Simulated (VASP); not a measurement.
Here is a VASP 6.6.1 calculation.

The input POSCAR:

```
Na5Li11F16
1.0
    8.4966990000      0.0000000000      0.0000000000
    0.0000000000      8.4966990000      0.0000000000
    0.0000000000      0.0000000000      8.4966990000
F Li Na
32 22 10
Direct
    0.2645690000      0.9980740000      0.9962330000
    0.2544640000      0.9879830000      0.5001480000
    0.2682230000      0.5007530000      0.0189130000
    0.2640330000      0.5089980000      0.4834260000
    0.7435540000      0.0024380000      0.0032350000
    0.7479170000      0.0106080000      0.4949350000
    0.7426810000      0.4995220000      0.0025150000
    0.7364530000      0.4878650000      0.4934960000
    0.9779940000      0.2536880000      0.9994400000
    0.9872530000      0.2339270000      0.4992760000
    0.9821060000      0.7517230000      0.0102990000
    0.0092160000      0.7646080000      0.4851040000
    0.5150310000      0.2504000000      0.9856410000
    0.5126540000      0.2434720000      0.5135780000
    0.5122580000      0.7510210000      0.9990370000
    0.4924070000      0.7522770000      0.5010800000
    0.9913230000      0.9847990000      0.2426160000
    0.9828050000      0.9986460000      0.7650270000
    0.9973080000      0.5175560000      0.2336090000
    0.9871600000      0.5012240000      0.7650760000
    0.5048840000      0.9845490000      0.2509040000
    0.5073240000      0.9957860000      0.7488980000
    0.5031370000      0.5177910000      0.2495630000
    0.5143380000      0.5076180000      0.7499840000
    0.2491870000      0.2223900000      0.2508570000
    0.2664330000      0.2342230000      0.7489100000
    0.2571680000      0.7564800000      0.2598970000
    0.2654250000      0.7629330000      0.7381740000
    0.7468200000      0.2531140000      0.2455040000
    0.7361070000      0.2500830000      0.7511280000
    0.7454970000      0.7490110000      0.2381850000
    0.7362490000      0.7526410000      0.7620060000
    0.9762900000      0.9945620000      0.0015080000
    0.9952610000      0.9971090000      0.4847210000
    0.9708250000      0.5042860000      0.0069990000
    0.5048620000      0.9948270000      0.9966680000
    0.5042890000      0.9959280000      0.5022820000
    0.5088150000      0.5073240000      0.9995320000
    0.5054860000      0.5100150000      0.5012850000
    0.2603880000      0.7615520000      0.4939040000
    0.7434920000      0.2483430000      0.9995520000
    0.7411180000      0.2452840000      0.5026100000
    0.7425860000      0.7528010000      0.0009580000
    0.2582020000      0.9898950000      0.2513650000
    0.2717670000      0.9963100000      0.7492230000
    0.2637500000      0.5307880000      0.2497200000
    0.7446360000      0.9985180000      0.2456210000
    0.7450830000      0.0040580000      0.7568030000
    0.7393670000      0.5026990000      0.2435980000
    0.7380300000      0.4917670000      0.7613280000
    0.9894820000      0.7542740000      0.2431170000
    0.5096740000      0.2411690000      0.7505130000
    0.5057930000      0.7539340000      0.2469440000
    0.5065350000      0.7535730000      0.7509470000
    0.9976630000      0.5013730000      0.4934290000
    0.2481720000      0.2484510000      0.0009300000
    0.2542990000      0.2449100000      0.4988140000
    0.2478570000      0.7512850000      0.0011120000
    0.7478090000      0.7513480000      0.4993560000
    0.2578960000      0.5006020000      0.7517510000
    0.9975050000      0.2494860000      0.2475030000
    0.9959730000      0.2457040000      0.7505180000
    0.9991760000      0.7536740000      0.7488130000
    0.4988920000      0.2511290000      0.2491160000
```

INCAR.step1

```
ALGO = Normal
EDIFF = 1E-5
ENCUT = 520
GGA = PE
ISIF = 2
ISMEAR = -1
LASPH = True
LREAL = Auto
LWAVE = True
NBANDS = 218
NCORE = 4
NELM = 60
PREC = Accurate
SIGMA = 0.05
```

Contents of INCAR.step2:

```
ALGO = Normal
EDIFF = 1E-7
ENCUT = 520
GGA = PE
HFSCREEN = 0.2079
ISIF = 2
ISMEAR = -1
ISTART = 1
LASPH = True
LCHARG = True
LELF = True
LHFCALC = True
LREAL = Auto
LVHAR = True
LWAVE = False
NBANDS = 218
NCORE = 4
NELM = 60
PREC = Accurate
PRECFOCK = Fast
SIGMA = 0.05
```

Contents of KPOINTS:

```
k-points
0
Gamma
  1 1 1
```

Potentials or basis: VASP PAW PBE potentials, release 64 (F, Li_sv, Na_pv).

Launch:

```bash
$ cat potpaw_PBE.64/F/POTCAR potpaw_PBE.64/Li_sv/POTCAR potpaw_PBE.64/Na_pv/POTCAR > POTCAR
$ cp INCAR.step1 INCAR
$ mpirun -np 4 vasp_gam > vasp.out
$ cp INCAR.step2 INCAR
$ mpirun -np 4 vasp_gam > vasp.out
```

What does it give for the band gap on the k mesh?

9.80 eV.

What does it give for the largest force?

0.095 eV/Å.

Forces in eV/Å, atoms in the order of the input:
```
F    0.012 -0.002  0.002
F   -0.003 -0.010  0.002
F    0.019 -0.001  0.018
F    0.005 -0.013 -0.014
F    0.008 -0.002 -0.001
F   -0.001  0.000  0.001
F    0.009 -0.002 -0.002
F   -0.006  0.009  0.003
F   -0.015 -0.004  0.002
F   -0.001 -0.012  0.001
F   -0.005  0.002  0.004
F   -0.016  0.012 -0.002
F    0.017  0.000 -0.005
F    0.009  0.001  0.002
F    0.013 -0.001 -0.001
F    0.001 -0.002  0.000
F    0.000 -0.012  0.003
F   -0.013  0.003  0.017
F    0.003  0.009 -0.016
F   -0.002  0.001  0.006
F    0.003 -0.015 -0.001
F   -0.003  0.000  0.000
F   -0.002  0.013 -0.001
F    0.019 -0.002 -0.001
F    0.003 -0.025  0.001
F    0.009 -0.011 -0.001
F   -0.001 -0.010 -0.002
F    0.004  0.006  0.006
F    0.001  0.000  0.003
F   -0.018  0.002 -0.004
F    0.005 -0.001 -0.001
F   -0.009  0.000 -0.006
Li  -0.081  0.045 -0.018
Li   0.048  0.032 -0.014
Li  -0.042 -0.043 -0.052
Li  -0.048  0.046  0.032
Li  -0.042  0.042 -0.024
Li  -0.052 -0.055  0.005
Li  -0.049 -0.046 -0.015
Li  -0.042 -0.031  0.050
Li   0.061  0.019  0.005
Li   0.050  0.042 -0.027
Li   0.057 -0.032 -0.009
Li  -0.049  0.051 -0.013
Li   0.074  0.039  0.008
Li  -0.009  0.029  0.000
Li   0.051  0.016  0.042
Li   0.049 -0.039 -0.052
Li   0.042 -0.032  0.052
Li   0.026  0.050 -0.035
Li   0.047 -0.040  0.050
Li  -0.043  0.048 -0.007
Li  -0.050 -0.039  0.031
Li  -0.052 -0.037 -0.012
Na   0.004 -0.004  0.004
Na  -0.007  0.004 -0.003
Na  -0.004  0.005  0.000
Na  -0.005 -0.003 -0.004
Na   0.006 -0.002  0.001
Na  -0.006 -0.004  0.000
Na   0.008  0.003  0.002
Na   0.011  0.007 -0.004
Na   0.007 -0.008 -0.005
Na  -0.004  0.002  0.000
```

Caveat: the k points lie up to 0.74 Å⁻¹ apart; the PAW data sets were made with another functional, which shifts forces and pressure a little. A k mesh can miss the band edges.
